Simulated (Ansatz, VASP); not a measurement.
Si in VASP and in Ansatz

```
Si
1.0
     2.52700    0.01264    0.01264
    -1.25256    2.18213    0.00462
     0.01187    0.01187    2.37300
Si
1
Direct
  0.00000 0.00000 0.00000
```

Alike in both runs: task single point; functional PBE; k mesh 16 × 16 × 14; occupations gaussian, width 0.15 eV; no spin polarisation.

|  | VASP | Ansatz |
| --- | --- | --- |
| version | VASP 6.6.1 | Ansatz 0.2.0 |
| potentials or method | VASP PAW PBE potentials, release 64 (Si), cutoff 520 eV | plane waves, PAW |
| valence electrons in the cell | 4 | 4 |

|  | VASP | Ansatz | Ansatz less VASP |
| --- | --- | --- | --- |
| pressure (GPa) | 20.7 | 20.8 | +0.10 |
| traceless stress, the component that is largest in VASP (GPa) | -0.98 | -0.98 | +0.002 |

With one functional, cell and mesh, what is left measures potentials, basis and numerics.
